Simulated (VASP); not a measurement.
# Ti (P6_3/mmc) in VASP: relaxation of cell and atoms with r2SCAN

Aim: the relaxation of cell and atoms of Ti with r2SCAN.

All numbers are computed with VASP 6.6.1; they aren't measurements. Logs are shortened: lines on timing, memory, paths and dates and some standing lists are left out, and cuts for length are marked.

### 1 The cell of the first run

Symmetry: P6_3/mmc, No. 194, hexagonal system. The conventional cell has a = 2.950 Å, b = 2.950 Å, c = 4.680 Å, α = 90.00°, β = 90.00°, γ = 120.00°. Within 3.8 Å of Ti (site symmetry -6m2) lie 12 Ti at 2.89 to 2.95 Å.

### 2 Relaxation of cell and atoms, r2SCAN

The input, POSCAR:

```
Ti
1.0
    2.9500000000      0.0000000000      0.0000000000
   -1.4750000000      2.5547750000      0.0000000000
    0.0000000000      0.0000000000      4.6800000000
Ti
2
Direct
    0.3333333333      0.6666666667      0.2500000000
    0.6666666667      0.3333333333      0.7500000000
```

The input, INCAR.step1:

```
SYSTEM = Ti
PREC = Accurate
ENCUT = 600
ISMEAR = -1
SIGMA = 0.05
LREAL = .False.
LASPH = .True.
NELM = 80
GGA = PE
ALGO = Normal
EDIFF = 1E-4
LWAVE = .True.
LCHARG = .False.
```

The input, INCAR.step2:

```
SYSTEM = Ti
PREC = Accurate
ENCUT = 600
EDIFF = 1E-6
ISMEAR = -1
SIGMA = 0.05
LREAL = .False.
LASPH = .True.
NELM = 80
ALGO = Normal
ISIF = 3
LWAVE = .False.
LCHARG = .False.
METAGGA = R2SCAN
LMIXTAU = .True.
IBRION = 2
NSW = 60
EDIFFG = -0.03
ISTART = 1
```

The input, KPOINTS:

```
regular mesh
0
Gamma
  18 18 10
  0 0 0
```

Potentials or basis: VASP PAW PBE potentials, release 64 (Ti_sv).

Launch:

```bash
cat potpaw_PBE.64/Ti_sv/POTCAR > POTCAR
cp INCAR.step1 INCAR
mpirun -np 1 vasp_std > vasp.out
cp INCAR.step2 INCAR
mpirun -np 1 vasp_std > vasp.out
```

OUTCAR:

```text
SYSTEM = Ti
   PREC = Accurate
   ENCUT = 600
   EDIFF = 1E-6
   ISMEAR = -1
   LREAL = .False.
   LASPH = .True.
   NELM = 80
   ISIF = 3
   METAGGA = R2SCAN
   IBRION = 2
   NSW = 60
   EDIFFG = -0.03
   ISTART = 1

 ion  position               nearest neighbor table
   1  0.333  0.667  0.250-   2 2.89   2 2.89   2 2.89   2 2.89   2 2.89   2 2.89
   2  0.667  0.333  0.750-   1 2.89   1 2.89   1 2.89   1 2.89   1 2.89   1 2.89

  LATTYP: Found a hexagonal cell.
 ALAT       =     2.9500000000
 C/A-ratio  =     1.5864406780

  Lattice vectors:

 A1 = (   2.9500000000,   0.0000000000,   0.0000000000)
 A2 = (  -1.4750000000,   2.5547750000,   0.0000000000)
 A3 = (   0.0000000000,   0.0000000000,   4.6800000000)

Analysis of symmetry for initial positions (statically):
=====================================================================
 Subroutine PRICEL returns:
 Original cell was already a primitive cell.

 Routine SETGRP: Setting up the symmetry group for a
 hexagonal supercell.

 Subroutine GETGRP returns: Found 24 space group operations
 (whereof 12 operations were pure point group operations)
 out of a pool of 24 trial point group operations.

The static configuration has the point symmetry D_3d.
 The point group associated with its full space group is D_6h.

Analysis of symmetry for dynamics (positions and initial velocities):
=====================================================================
 Subroutine PRICEL returns:
 Original cell was already a primitive cell.

 Routine SETGRP: Setting up the symmetry group for a
 hexagonal supercell.

 Subroutine GETGRP returns: Found 24 space group operations
 (whereof 12 operations were pure point group operations)
 out of a pool of 24 trial point group operations.

The dynamic configuration has the point symmetry D_3d.
 The point group associated with its full space group is D_6h.

 Subroutine INISYM returns: Found 24 space group operations
 (whereof 12 operations are pure point group operations),
 and found     1 'primitive' translations

----------------------------------------------------------------------------------------

                                     Primitive cell

  volume of cell :      35.2712

  direct lattice vectors                    reciprocal lattice vectors
     2.950000000  0.000000000  0.000000000     0.338983051  0.195711951  0.000000000
    -1.475000000  2.554775000  0.000000000     0.000000000  0.391423902  0.000000000
     0.000000000  0.000000000  4.680000000     0.000000000  0.000000000  0.213675214

  length of vectors
     2.950000000  2.950000051  4.680000000     0.391423909  0.391423902  0.213675214

  position of ions in fractional coordinates (direct lattice)
     0.333333333  0.666666667  0.250000000
     0.666666667  0.333333333  0.750000000

  ion indices of the primitive-cell ions
   primitive index   ion index
                 1           1
                 2           2

----------------------------------------------------------------------------------------

 KPOINTS: regular mesh

Automatic generation of k-mesh.
 Grid dimensions read from file:
 generate k-points for:   18   18   10

 Generating k-lattice:

  Cartesian coordinates                     Fractional coordinates (reciprocal lattice)
     0.018832392  0.010872886  0.000000000     0.055555556 -0.000000000  0.000000000
     0.000000000  0.021745772  0.000000000     0.000000000  0.055555556  0.000000000
     0.000000000  0.000000000  0.021367521     0.000000000  0.000000000  0.100000000

  Length of vectors
     0.021745773  0.021745772  0.021367521

  Shift w.r.t. Gamma in fractional coordinates (k-lattice)
     0.000000000  0.000000000  0.000000000

 Subroutine IBZKPT returns following result:
 ===========================================

 Found    222 irreducible k-points:

 Following reciprocal coordinates:
            Coordinates               Weight
  0.000000  0.000000  0.000000      1.000000
  0.055556  0.000000  0.000000      6.000000
  0.111111  0.000000  0.000000      6.000000
  0.166667  0.000000  0.000000      6.000000
  0.222222  0.000000  0.000000      6.000000
  0.277778  0.000000  0.000000      6.000000
[... 16 lines left out ...]
  0.333333  0.111111  0.000000     12.000000
  0.388889  0.111111  0.000000     12.000000
 [... further k-points ...]
   k-points           NKPTS =    222   k-points in BZ     NKDIM =    222   number of bands    NBANDS=     16
   number of dos      NEDOS =    301   number of ions     NIONS =      2
   total plane-waves  NPLWV =  23040
   dimension x,y,z NGX =    24 NGY =   24 NGZ =   40
   dimension x,y,z NGXF=    48 NGYF=   48 NGZF=   80
   ions per type =               2
   NGX,Y,Z   is equivalent  to a cutoff of  13.53, 13.53, 14.21 a.u.
   NGXF,Y,Z  is equivalent  to a cutoff of  27.05, 27.05, 28.42 a.u.
 SYSTEM =  Ti
   PREC   = accura    normal or accurate (medium, high low for compatibility)
   ISTART =      1    job   : 0-new  1-cont  2-samecut
   ICHARG =      0    charge: 1-file 2-atom 10-const
   ISPIN  =      1    spin polarized calculation?
   LNONCOLLINEAR =      F non collinear calculations
   LSORBIT =      F    spin-orbit coupling
   LASPH  =      T    aspherical Exc in radial PAW
   ENCUT  =  600.0 eV  44.10 Ry    6.64 a.u.   5.89  5.89  9.35*2*pi/ulx,y,z
   NELM   =     80;   NELMIN=  2; NELMDL=  0     # of ELM steps
   EDIFF  = 0.1E-05   stopping-criterion for ELM
   LREAL  =      F    real-space projection
   EDIFFG = -.3E-01   stopping-criterion for IOM
   NSW    =     60    number of steps for IOM
   IBRION =      2    ionic relax: 0-MD 1-quasi-New 2-CG
   NFREE  =      1    steps in history (QN), initial steepest desc. (CG)
   ISIF   =      3    stress and relaxation
   ISYM   =      2    0-nonsym 1-usesym 2-fastsym
   POTIM  = 0.5000    time-step for ionic-motion
   TEBEG  =    0.0;   TEEND  =   0.0 temperature during run
   PSTRESS=    0.0 pullay stress
   NELECT =      24.0000    total number of electrons
   NUPDOWN=      -1.0000    fix difference up-down
   EMIN   =  10.00;   EMAX   =-10.00  energy-range for DOS
   EFERMI =   0.00;   METHOD = LEGACY
   ISMEAR =    -1;   SIGMA  =   0.05  broadening in eV -4-tet -1-fermi 0-gaus
   EFERMI_NEDOS =   21; number of points for ismear=-14 and -15
   IALGO  =     38    algorithm
   IMIX   =      4    mixing-type and parameters
     AMIX     =   0.40;   BMIX     =  1.00
     AMIX_MAG =   1.60;   BMIX_MAG =  1.00
  volume/ion in A,a.u.               =      17.64       119.01
  Fermi-wavevector in a.u.,A,eV,Ry     =   1.439920  2.721054 28.209911  2.073370
  Thomas-Fermi vector in A             =   2.558722
   LORBIT       =      0    0 simple, 1 ext, 2 COOP (PROOUT), +10 PAW based schemes
   METAGGA = R2SCAN    functional components
   LHFCALC =     F    Hartree Fock is set to
   AEXX    =    0.0000 exact exchange contribution
   IVDW    =     0    specifies the selected vdW correction
   LEPSILON=     F    determine dielectric tensor
   LRPA    =     F    only Hartree local field effects (RPA)
 conjugate gradient relaxation of ions
 non-spin polarized calculation
  energy-cutoff  :      600.00
  volume of cell :       35.27
 maximum number of plane-waves:      1194
 NGX is ok and might be reduce to    24
   NGX = 11   NGY = 11   NGZ = 19

--------------------------------------- Ionic step        1  -------------------------------------------

 number of electron      23.9999997 magnetization

 Free energy of the ion-electron system (eV)
  ---------------------------------------------------
  ext. energy  EPLUGINS =         0.00000000
  ---------------------------------------------------
  free energy    TOTEN  =       -25.90501119 eV

  energy without entropy =      -25.89035745  energy(sigma->0) =      -25.89768432

------------------------ aborting loop because EDIFF is reached ----------------------------------------

  FORCE on cell =-STRESS in cart. coord.  units (eV):
  Direction    XX          YY          ZZ          XY          YZ          ZX
  --------------------------------------------------------------------------------------
  -------------------------------------------------------------------------------------
  Total       -0.3511375     -0.3511375     -0.4514638      0.0000000      0.0000000      0.0000000
  in kB      -15.9502415    -15.9502422    -20.5075120      0.0000000      0.0000000      0.0000000
  external PRESSURE =     -17.4693319 kB  Pullay stress =       0.0000000 kB
[... 57 lines left out ...]
  energy  without entropy=      -25.8918698650  energy(sigma->0) =      -25.89895965

--------------------------------------- Ionic step        3  -------------------------------------------

 number of electron      23.9999993 magnetization

 Free energy of the ion-electron system (eV)
  ---------------------------------------------------
  ext. energy  EPLUGINS =         0.00000000
  ---------------------------------------------------
  free energy    TOTEN  =       -25.90802936 eV

  energy without entropy =      -25.89361993  energy(sigma->0) =      -25.90082465

 E-fermi :   8.4025     XC(G=0): -12.3967

 val. band max:        8.3992025623   @ k =   0.0556   0.0000   0.2000
 cond. band min:       8.4049293557   @ k =   0.0556   0.0000   0.5000
 fundamental gap:      0.0057267934
 Fermi energy:         8.4025074138

 k-point     1 :       0.0000    0.0000    0.0000
  band No.  band energies     occupation
      1     -50.8397      2.00000
      2     -50.6963      2.00000
      3     -26.4009      2.00000
      4     -25.7324      2.00000
      5     -25.7324      2.00000
      6     -25.6645      2.00000
[... 8 lines left out ...]
     15       9.7954      0.00000
     16       9.7954      0.00000
[... 420 lines left out ...]
  band No.  band energies     occupation
      1     -50.7163      2.00000
      2     -50.6693      2.00000
      3     -26.1969      2.00000
      4     -26.0816      2.00000
      5     -26.0742      2.00000
      6     -25.9055      2.00000
[... 8 lines left out ...]
     15       9.6596      0.00000
     16      11.6776      0.00000

 [... further k-points ...]

------------------------ aborting loop because EDIFF is reached ----------------------------------------

  FORCE on cell =-STRESS in cart. coord.  units (eV):
  Direction    XX          YY          ZZ          XY          YZ          ZX
  --------------------------------------------------------------------------------------
  -------------------------------------------------------------------------------------
  Total        0.0232815      0.0232815     -0.0518366      0.0000000      0.0000000      0.0000000
  in kB        1.0738682      1.0738682     -2.3909862      0.0000000      0.0000000      0.0000000
  external PRESSURE =      -0.0810833 kB  Pullay stress =       0.0000000 kB
[... 17 lines left out ...]
  FREE ENERGIE OF THE ION-ELECTRON SYSTEM (eV)
  ---------------------------------------------------
  free  energy   TOTEN  =       -25.9080293632 eV

  energy  without entropy=      -25.8936199336  energy(sigma->0) =      -25.90082465

 reached required accuracy - stopping structural energy minimisation
```

Wall time 34 min (1 thread of Oxide Virtual Turin-like, shared host); peak memory 0.24 GiB.

Results:

```
Free energy                           : -25.9080 eV
Relaxed volume                        : 17.37 Å³/atom
Relaxed cell                          : a = 2.936 Å, b = 2.936 Å, c = 4.652 Å, α = 90.00°, β = 90.00°, γ = 120.00°
Space group after relaxing (to 0.1 Å) : P6_3/mmc (No. 194)
Energy gained by relaxing             : 1.5 meV/atom
Ionic steps                           : 3
Pressure after relaxing               : 0.0 GPa
Band gap on the k mesh                : zero (bands 12 and 13 overlap by 1.24 eV)
```

Stress tensor (GPa, compression positive):
```
 0.11  0.00  0.00
 0.00  0.11  0.00
 0.00  0.00 -0.24
```

Step by step:
| step | energy change (eV) | largest force (eV/Å) | pressure (GPa) | volume (Å³) |
| --- | --- | --- | --- | --- |
| 1 | 0.0000 | 0.0000 | -1.75 | 35.27 |
| 2 | -0.0010 | 0.0000 | 1.42 | 34.30 |
| 3 | -0.0030 | 0.0000 | -0.01 | 34.74 |

Final structure:
```cif
data_structure
_symmetry_space_group_name_H-M 'P 1'
_symmetry_Int_Tables_number 1
_cell_length_a 2.9363
_cell_length_b 2.9363
_cell_length_c 4.6520
_cell_angle_alpha 90.000
_cell_angle_beta 90.000
_cell_angle_gamma 120.000
_cell_volume 34.74
loop_
_atom_site_label
_atom_site_type_symbol
_atom_site_fract_x
_atom_site_fract_y
_atom_site_fract_z
_atom_site_occupancy
Ti1 Ti 0.33333 0.66667 0.25000 1
Ti2 Ti 0.66667 0.33333 0.75000 1
```

Caveat: the PAW data sets were made with another functional, which shifts forces and pressure a little.
